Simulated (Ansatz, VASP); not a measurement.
# Hf: VASP beside Ansatz

```
CELL_PARAMETERS angstrom
3.19837 0.00000 0.00000
-1.59918 2.76987 0.00000
0.00000 0.00000 5.04994
ATOMIC_POSITIONS crystal
Hf 0.33333 0.66667 0.25000
Hf 0.66667 0.33333 0.75000
```

Alike in both runs: functional r2SCAN; k mesh 12 × 12 × 8; occupations gaussian, width 0.1 eV; no spin polarisation.

Ansatz relaxed the structure, and its values are those at the end. VASP's run is a single point on that final structure, the one shown.

```csv
,VASP,Ansatz
version,VASP 6.6.1,Ansatz 0.2.0
potentials or method,"VASP PAW PBE potentials, release 64 (Hf_pv), cutoff 520 eV","scalar-relativistic, plane waves, PAW"
valence electrons in the cell,20,52
```

Ansatz gave:

| Property | Result |
| --- | --- |
| gap on the k mesh at the Fermi level (eV) | none |
| pressure (GPa) | 0.0 |

Task: Which values does VASP return?

Result: gap on the k mesh at the Fermi level (eV): none; pressure (GPa): -0.6.

VASP's potentials were made for PBE, not for r2SCAN. A gap of «none» marks a metal or a gap that the smearing closes. VASP's potentials hold 20 valence electrons a cell and Ansatz's 52, so a difference there can come from the potentials and not from the codes.

Spin-orbit coupling is off throughout.
